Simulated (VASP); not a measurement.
# GaP (F-43m) in VASP: notebook

Runs on GaP. Level: PBE. Tasks: single point, relaxation of cell and atoms.

Everything below comes from runs of VASP 6.6.1. Logs are shortened: lines on timing, memory, paths and dates and some standing lists are left out, and cuts for length are marked.

## 1. The cell of the first run

It takes space group F-43m (No. 216, cubic). Conventional cell: a = 5.094 Å, b = 5.094 Å, c = 5.094 Å, α = 90.00°, β = 90.00°, γ = 90.00°. Ga (site symmetry -43m) has 4 P at 2.21 Å within 2.9 Å. P (site symmetry -43m) has 4 Ga at 2.21 Å within 2.9 Å.

## 2. Single point, PBE

The input, INCAR:

```
PREC     = Accurate       # precision mode
ENCUT    = 520            # plane-wave cutoff, eV
EDIFF    = 1E-6           # SCF threshold, eV
ISMEAR   = 0              # smearing method
SIGMA    = 0.02           # smearing width, eV
LREAL    = False          # projectors in reciprocal space
LASPH    = True           # aspherical terms in the spheres
NELM     = 100            # most SCF steps
ALGO     = Normal         # electronic algorithm
ISIF     = 2              # what is computed and relaxed
LWAVE    = False          # write WAVECAR
LCHARG   = True           # write CHGCAR
GGA      = PE             # functional
LELF     = True           # ELF
LVHAR    = True         
NBANDS   = 16             # bands
```

The input, KPOINTS:

```
regular mesh
0
Gamma
  10 10 10
```

The input, POSCAR:

```
GaP
1.0
    0.0000000000      2.5471585749      2.5471585749
    2.5471585749      0.0000000000      2.5471585749
    2.5471585749      2.5471585749      0.0000000000
Ga P
1 1
Direct
    0.0000000000      0.0000000000      0.0000000000
    0.2500000000      0.2500000000      0.2500000000
```

Potentials or basis: VASP PAW PBE potentials, release 64 (Ga_d, P).

The run is started by

```sh
$ cat potpaw_PBE.64/Ga_d/POTCAR potpaw_PBE.64/P/POTCAR > POTCAR
$ mpirun -np 1 vasp_std > vasp.out
```

OUTCAR:

```text
PREC = Accurate
   ENCUT = 520
   EDIFF = 1E-6
   ISMEAR = 0
   LREAL = False
   LASPH = True
   NELM = 100
   ISIF = 2
   GGA = PE

 ion  position               nearest neighbor table
   1  0.000  0.000  0.000-   2 2.21   2 2.21   2 2.21   2 2.21
   2  0.250  0.250  0.250-   1 2.21   1 2.21   1 2.21   1 2.21

  LATTYP: Found a face centered cubic cell.
 ALAT       =     5.0943171498

  Lattice vectors:

 A1 = (   0.0000000000,   2.5471585749,   2.5471585749)
 A2 = (   2.5471585749,   0.0000000000,   2.5471585749)
 A3 = (   2.5471585749,   2.5471585749,   0.0000000000)

Analysis of symmetry for initial positions (statically):
=====================================================================
 Subroutine PRICEL returns:
 Original cell was already a primitive cell.

 Routine SETGRP: Setting up the symmetry group for a
 face centered cubic supercell.

 Subroutine GETGRP returns: Found 24 space group operations
 (whereof 24 operations were pure point group operations)
 out of a pool of 48 trial point group operations.

The static configuration has the point symmetry T_d .

Analysis of symmetry for dynamics (positions and initial velocities):
=====================================================================
 Subroutine PRICEL returns:
 Original cell was already a primitive cell.

 Routine SETGRP: Setting up the symmetry group for a
 face centered cubic supercell.

 Subroutine GETGRP returns: Found 24 space group operations
 (whereof 24 operations were pure point group operations)
 out of a pool of 48 trial point group operations.

The dynamic configuration has the point symmetry T_d .

 Subroutine INISYM returns: Found 24 space group operations
 (whereof 24 operations are pure point group operations),
 and found     1 'primitive' translations

----------------------------------------------------------------------------------------

                                     Primitive cell

  volume of cell :      33.0520

  direct lattice vectors                    reciprocal lattice vectors
     0.000000000  2.547158575  2.547158575    -0.196297162  0.196297162  0.196297162
     2.547158575  0.000000000  2.547158575     0.196297162 -0.196297162  0.196297162
     2.547158575  2.547158575  0.000000000     0.196297162  0.196297162 -0.196297162

  length of vectors
     3.602226202  3.602226202  3.602226202     0.339996658  0.339996658  0.339996658

  position of ions in fractional coordinates (direct lattice)
     0.000000000  0.000000000  0.000000000
     0.250000000  0.250000000  0.250000000

  ion indices of the primitive-cell ions
   primitive index   ion index
                 1           1
                 2           2

----------------------------------------------------------------------------------------

 KPOINTS: regular mesh

Automatic generation of k-mesh.
 Grid dimensions read from file:
 generate k-points for:   10   10   10

 Generating k-lattice:

  Cartesian coordinates                     Fractional coordinates (reciprocal lattice)
    -0.019629716  0.019629716  0.019629716     0.100000000  0.000000000  0.000000000
     0.019629716 -0.019629716  0.019629716     0.000000000  0.100000000  0.000000000
     0.019629716  0.019629716 -0.019629716     0.000000000  0.000000000  0.100000000

  Length of vectors
     0.033999666  0.033999666  0.033999666

  Shift w.r.t. Gamma in fractional coordinates (k-lattice)
     0.000000000  0.000000000  0.000000000

 Subroutine IBZKPT returns following result:
 ===========================================

 Found     47 irreducible k-points:

 Following reciprocal coordinates:
            Coordinates               Weight
  0.000000  0.000000  0.000000      1.000000
  0.100000  0.000000  0.000000      8.000000
  0.200000  0.000000  0.000000      8.000000
  0.300000  0.000000  0.000000      8.000000
  0.400000  0.000000  0.000000      8.000000
  0.500000  0.000000  0.000000      4.000000
[... 16 lines left out ...]
  0.300000  0.300000  0.000000      6.000000
  0.400000  0.300000  0.000000     24.000000
 [... further k-points ...]
   k-points           NKPTS =     47   k-points in BZ     NKDIM =     47   number of bands    NBANDS=     16
   number of dos      NEDOS =    301   number of ions     NIONS =      2
   total plane-waves  NPLWV =  21952
   dimension x,y,z NGX =    28 NGY =   28 NGZ =   28
   dimension x,y,z NGXF=    56 NGYF=   56 NGZF=   56
   ions per type =               1   1
   NGX,Y,Z   is equivalent  to a cutoff of  12.92, 12.92, 12.92 a.u.
   NGXF,Y,Z  is equivalent  to a cutoff of  25.84, 25.84, 25.84 a.u.
 SYSTEM =  unknown system
   PREC   = accura    normal or accurate (medium, high low for compatibility)
   ISTART =      0    job   : 0-new  1-cont  2-samecut
   ICHARG =      2    charge: 1-file 2-atom 10-const
   ISPIN  =      1    spin polarized calculation?
   LNONCOLLINEAR =      F non collinear calculations
   LSORBIT =      F    spin-orbit coupling
   LASPH  =      T    aspherical Exc in radial PAW
   ENCUT  =  520.0 eV  38.22 Ry    6.18 a.u.   6.70  6.70  6.70*2*pi/ulx,y,z
   NELM   =    100;   NELMIN=  2; NELMDL= -5     # of ELM steps
   EDIFF  = 0.1E-05   stopping-criterion for ELM
   LREAL  =      F    real-space projection
   EDIFFG = 0.1E-04   stopping-criterion for IOM
   NSW    =      0    number of steps for IOM
   IBRION =     -1    ionic relax: 0-MD 1-quasi-New 2-CG
   NFREE  =      0    steps in history (QN), initial steepest desc. (CG)
   ISIF   =      2    stress and relaxation
   ISYM   =      2    0-nonsym 1-usesym 2-fastsym
   POTIM  = 0.5000    time-step for ionic-motion
   TEBEG  =    0.0;   TEEND  =   0.0 temperature during run
   PSTRESS=    0.0 pullay stress
   NELECT =      18.0000    total number of electrons
   NUPDOWN=      -1.0000    fix difference up-down
   EMIN   =  10.00;   EMAX   =-10.00  energy-range for DOS
   EFERMI =   0.00;   METHOD = LEGACY
   ISMEAR =     0;   SIGMA  =   0.02  broadening in eV -4-tet -1-fermi 0-gaus
   EFERMI_NEDOS =   21; number of points for ismear=-14 and -15
   IALGO  =     38    algorithm
   IMIX   =      4    mixing-type and parameters
     AMIX     =   0.40;   BMIX     =  1.00
     AMIX_MAG =   1.60;   BMIX_MAG =  1.00
  volume/ion in A,a.u.               =      16.53       111.52
  Fermi-wavevector in a.u.,A,eV,Ry     =   1.336902  2.526379 24.317800  1.787308
  Thomas-Fermi vector in A             =   2.465493
   LORBIT       =      0    0 simple, 1 ext, 2 COOP (PROOUT), +10 PAW based schemes
   GGA     = PE    functional components
   LHFCALC =     F    Hartree Fock is set to
   AEXX    =    0.0000 exact exchange contribution
   IVDW    =     0    specifies the selected vdW correction
   LEPSILON=     F    determine dielectric tensor
   LRPA    =     F    only Hartree local field effects (RPA)
 non-spin polarized calculation
 Gauss-broadening in eV      SIGMA  =   0.02
  energy-cutoff  :      520.00
  volume of cell :       33.05
 maximum number of plane-waves:       908
   NGX = 13   NGY = 13   NGZ = 13

 number of electron      17.9999990 magnetization

 Free energy of the ion-electron system (eV)
  ---------------------------------------------------
  ext. energy  EPLUGINS =         0.00000000
  ---------------------------------------------------
  free energy    TOTEN  =        -8.47346908 eV

  energy without entropy =       -8.47346908  energy(sigma->0) =       -8.47346908

 E-fermi :   7.0781     XC(G=0): -10.7894

 val. band max:        6.9725575533   @ k =   0.0000   0.0000   0.0000
 cond. band min:       8.1224076977   @ k =   0.5000   0.5000   0.0000
 fundamental gap:      1.1498501444
 Fermi energy:         7.0780983604

 k-point     1 :       0.0000    0.0000    0.0000
  band No.  band energies     occupation
      1      -8.1045      2.00000
      2      -8.1045      2.00000
      3      -8.1045      2.00000
      4      -7.9252      2.00000
      5      -7.9252      2.00000
      6      -7.2477      2.00000
[... 8 lines left out ...]
     15      17.0032      0.00000
     16      17.0032      0.00000

 k-point     2 :       0.1000    0.0000    0.0000
  band No.  band energies     occupation
      1      -8.1344      2.00000
      2      -8.0986      2.00000
      3      -8.0986      2.00000
      4      -7.9254      2.00000
      5      -7.9254      2.00000
      6      -7.0692      2.00000
[... 8 lines left out ...]
     15      16.4378      0.00000
     16      17.4023      0.00000

 k-point     3 :       0.2000    0.0000    0.0000
  band No.  band energies     occupation
      1      -8.1903      2.00000
      2      -8.0846      2.00000
      3      -8.0846      2.00000
      4      -7.9247      2.00000
      5      -7.9247      2.00000
      6      -6.5730      2.00000
[... 8 lines left out ...]
     15      15.9528      0.00000
     16      17.7483      0.00000

 k-point     4 :       0.3000    0.0000    0.0000
  band No.  band energies     occupation
      1      -8.2398      2.00000
      2      -8.0703      2.00000
      3      -8.0703      2.00000
      4      -7.9205      2.00000
      5      -7.9205      2.00000
      6      -5.8190      2.00000
[... 8 lines left out ...]
     15      16.5152      0.00000
     16      17.3977      0.00000
[... 324 lines left out ...]
 k-point    22 :      -0.2000    0.2000    0.0000
  band No.  band energies     occupation
      1      -8.2445      2.00000
      2      -8.0604      2.00000
      3      -8.0597      2.00000
      4      -7.9333      2.00000
      5      -7.9192      2.00000
      6      -5.5716      2.00000
[... 8 lines left out ...]
     15      19.4665      0.00000
     16      20.2873      0.00000

 k-point    23 :       0.3000    0.3000    0.0000
  band No.  band energies     occupation
      1      -8.2747      2.00000
      2      -8.0252      2.00000
      3      -8.0252      2.00000
      4      -7.9764      2.00000
      5      -7.8975      2.00000
      6      -5.3678      2.00000
[... 8 lines left out ...]
     15      18.4440      0.00000
     16      22.5521      0.00000

 k-point    24 :       0.4000    0.3000    0.0000
  band No.  band energies     occupation
      1      -8.2929      2.00000
      2      -8.0157      2.00000
      3      -8.0101      2.00000
      4      -7.9814      2.00000
      5      -7.8934      2.00000
      6      -4.6813      2.00000
[... 8 lines left out ...]
     15      19.2612      0.00000
     16      22.2778      0.00000

 [... further k-points ...]

------------------------ aborting loop because EDIFF is reached ----------------------------------------

  FORCE on cell =-STRESS in cart. coord.  units (eV):
  Direction    XX          YY          ZZ          XY          YZ          ZX
  --------------------------------------------------------------------------------------
  -------------------------------------------------------------------------------------
  Total        6.1148123      6.1148123      6.1148123     -0.0000000      0.0000000     -0.0000000
  in kB      296.4119926    296.4119926    296.4119926     -0.0000000      0.0000000     -0.0000000
  external PRESSURE =     296.4119926 kB  Pullay stress =       0.0000000 kB

 VOLUME and BASIS-vectors are now :
 -----------------------------------------------------------------------------
  energy-cutoff  :      520.00
  volume of cell :       33.05
      direct lattice vectors                 reciprocal lattice vectors
     0.000000000  2.547158575  2.547158575    -0.196297162  0.196297162  0.196297162
     2.547158575  0.000000000  2.547158575     0.196297162 -0.196297162  0.196297162
     2.547158575  2.547158575  0.000000000     0.196297162  0.196297162 -0.196297162

 POSITION                                       TOTAL-FORCE (eV/Angst)
 -----------------------------------------------------------------------------------
      0.00000      0.00000      0.00000         0.000000      0.000000      0.000000
      1.27358      1.27358      1.27358        -0.000000     -0.000000     -0.000000
 -----------------------------------------------------------------------------------
    total drift:                                0.000001      0.000001      0.000001

  FREE ENERGIE OF THE ION-ELECTRON SYSTEM (eV)
  ---------------------------------------------------
  free  energy   TOTEN  =        -8.4734690753 eV

  energy  without entropy=       -8.4734690753  energy(sigma->0) =       -8.47346908
```

Wall time 11 s (1 thread of Intel Xeon 6975P-C (Granite Rapids), shared host); peak memory 0.16 GiB.

Results:

| Item | Value |
| --- | --- |
| Free energy | -8.4735 eV |
| Pressure | 29.6 GPa |
| Band gap on the k mesh | 1.15 eV, indirect (least direct gap 3.57 eV) |

A k mesh can miss the band edges. Expect the measured gap to be larger: semilocal functionals such as PBE lack the derivative discontinuity.

## 3. Single point, PBE

This run uses another cell than the first one, of 18.10 Å³/atom, 1.095 times its volume.

The input, INCAR:

```
PREC     = Accurate       # precision mode
ENCUT    = 520            # plane-wave cutoff, eV
EDIFF    = 1E-7           # SCF threshold, eV
ISMEAR   = 0              # smearing method
SIGMA    = 0.02           # smearing width, eV
LREAL    = False          # projectors in reciprocal space
LASPH    = True           # aspherical terms in the spheres
NELM     = 80             # most SCF steps
ALGO     = Normal         # electronic algorithm
ISIF     = 2              # what is computed and relaxed
LWAVE    = False          # write WAVECAR
LCHARG   = False          # write CHGCAR
GGA      = PE             # functional
NBANDS   = 16             # bands
```

KPOINTS is that of step 2.

The input, POSCAR:

```
GaP
1.0
    0.0000000000      2.6255522638      2.6255522638
    2.6255522638      0.0000000000      2.6255522638
    2.6255522638      2.6255522638      0.0000000000
Ga P
1 1
Direct
    0.0000000000      0.0000000000      0.0000000000
    0.2500000000      0.2500000000      0.2500000000
```

Potentials or basis: VASP PAW PBE potentials, release 64 (Ga_d, P).

The run is started by

```sh
$ cat potpaw_PBE.64/Ga_d/POTCAR potpaw_PBE.64/P/POTCAR > POTCAR
$ mpirun -np 1 vasp_std > vasp.out
```

It took 13 s on 1 thread of Intel Xeon 6975P-C (Granite Rapids), shared host; peak memory 0.16 GiB.

Results (log left out):

```yaml
Free_energy: -8.9013 eV
Pressure: 14.9 GPa
Band_gap_on_the_k_mesh: 1.39 eV, indirect (least direct gap 2.78 eV)
```

Levels at points of the mesh, in eV from the valence-band top:
```tsv
k point	band 7	band 8	band 9	band 10	band 11	band 12
(0.00, 0.00, 0.00)	0.00	0.00	0.00	2.78	3.84	3.84
(0.50, 0.00, 0.00)	-7.32	-1.29	-1.29	2.01	4.66	4.66
(0.50, 0.50, 0.00)	-7.32	-3.10	-3.10	1.40	1.68	11.43
```

A k mesh can miss the band edges. PBE gaps usually lie below the measured ones, often by a third to a half.

## 4. Relaxation of cell and atoms, PBE, target pressure 8 GPa, at which the enthalpy is minimised

This run uses another cell than the first one, of 19.08 Å³/atom, 1.155 times its volume.

The input, INCAR:

```
SYSTEM = GaP
  ALGO = Normal
  EDIFF = 1E-7
  EDIFFG = -0.008
  ENCUT = 600
  GGA = PE
  IBRION = 2
  ISIF = 3
  ISMEAR = 0
  LASPH = .TRUE.
  LCHARG = .FALSE.
  LREAL = .FALSE.
  LWAVE = .FALSE.
  NELM = 80
  NSW = 70
  PREC = Accurate
  PSTRESS = 80.0
  SIGMA = 0.02
```

The input, KPOINTS:

```
k-points
0
G
  8 8 8
  0 0 0
```

The input, POSCAR:

```
GaP
1.0
    0.0000000000      2.6721421798      2.6721421798
    2.6721421798      0.0000000000      2.6721421798
    2.6721421798      2.6721421798      0.0000000000
Ga P
1 1
Direct
    0.0000000000      0.0000000000      0.0000000000
    0.2500000000      0.2500000000      0.2500000000
```

The run is started by

```sh
$ cat potpaw_PBE.64/Ga_d/POTCAR potpaw_PBE.64/P/POTCAR > POTCAR
$ mpirun -np 1 vasp_std > vasp.out
```

Wall time 19 s (1 thread of Intel Xeon 6975P-C (Granite Rapids), shared host); peak memory 0.18 GiB.

It converged, with:

* Free energy: -9.0452 eV
* Relaxed volume: 19.13 Å³/atom
* Relaxed cell: a = 3.783 Å, b = 3.783 Å, c = 3.783 Å, α = 60.00°, β = 60.00°, γ = 60.00°
* Space group after relaxing (to 0.05 Å): F-43m (No. 216)
* Energy change on relaxing (the enthalpy is what falls): -2.7 meV/atom
* Ionic steps: 3
* Pressure after relaxing: 8.0 GPa
* Band gap on the k mesh: 1.53 eV, indirect (least direct gap 2.30 eV)

The path:
```csv
step,energy change (eV),largest force (eV/Å),pressure (GPa),volume (Å³)
1,0.0000,0.0000,8.32,38.16
2,-0.0105,0.0000,7.70,38.37
3,-0.0055,0.0000,8.03,38.27
```

Final structure:
```yaml
crystal:
  lattice:
    - [0.00000, 2.67465, 2.67465]
    - [2.67465, 0.00000, 2.67465]
    - [2.67465, 2.67465, 0.00000]
  atoms:
    - { symbol: Ga, position: [0.00000, 0.00000, 0.00000] }
    - { symbol: P, position: [0.25000, 0.25000, 0.25000] }
```

Levels at points of the mesh, in eV from the valence-band top:
```csv
k point,band 6,band 7,band 8,band 9,band 10,band 11,band 12,band 13
"(0.00, 0.00, 0.00)",-12.93,0.00,0.00,0.00,2.30,3.87,3.87,3.87
"(0.50, 0.00, 0.00)",-10.67,-6.97,-1.20,-1.20,1.84,4.70,4.70,8.38
"(0.50, 0.50, 0.00)",-9.70,-7.03,-2.88,-2.88,1.53,1.76,11.02,11.02
```

Caveat: the cell is relaxed towards a set pressure, so the enthalpy falls and the energy may rise. PBE gaps usually lie below the measured ones, often by a third to a half.

## 5. The runs side by side

| task | cell | k mesh | cutoff (eV) | gap on the mesh (eV) | pressure (GPa) |
| --- | --- | --- | --- | --- | --- |
| single point | a = 3.602 Å, angles 60.0°, 2 atoms | 10 × 10 × 10 | 520 | 1.15 | 29.6 |
| single point | a = 3.713 Å, angles 60.0°, 2 atoms | 10 × 10 × 10 | 520 | 1.39 | 14.9 |
| relaxation of cell and atoms | relaxed to 8 GPa from a = 3.779 Å, angles 60.0°, 2 atoms | 8 × 8 × 8 | 600 | 1.53 | 8.0 |

Alike in all rows: level PBE; potentials or basis VASP PAW PBE potentials, release 64 (Ga_d, P); no spin polarisation; smearing gaussian 0.02 eV.

Caveats: the cell is relaxed towards a set pressure, so the enthalpy falls and the energy may rise (some runs).

Absolute energies hang on the potentials; compare differences alone.
